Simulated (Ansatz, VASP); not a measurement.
Two plane-wave programs on Sb

```
Sb
1.0
     2.18790    1.26319    3.84317
    -2.18790    1.26319    3.84317
     0.00000   -2.52637    3.84317
Sb
2
Cartesian
  0.0000 0.0000 2.6827
  0.0000 0.0000 8.8468
```

Alike in both runs: task single point; functional PBE; k mesh 9 × 9 × 9; occupations methfessel-paxton of order 1, width 0.3 eV; no spin polarisation.

|  | VASP | Ansatz |
| --- | --- | --- |
| version | VASP 6.6.1 | Ansatz 0.2.0 |
| potentials or method | VASP PAW PBE potentials, release 64 (Sb), cutoff 520 eV | plane waves (420 eV) with PAW, scalar-relativistic |
| valence electrons in the cell | 10 | 30 |

|  | VASP | Ansatz | Ansatz less VASP |
| --- | --- | --- | --- |
| pressure (GPa) | 0.1 | 0.0 | -0.04 |
| traceless stress, the component that is largest in VASP (GPa) | -0.05 | -0.03 | +0.028 |

VASP's potentials hold 10 valence electrons a cell and Ansatz's 30, so a difference there can come from the potentials and not from the codes.

Spin-orbit coupling is off throughout.
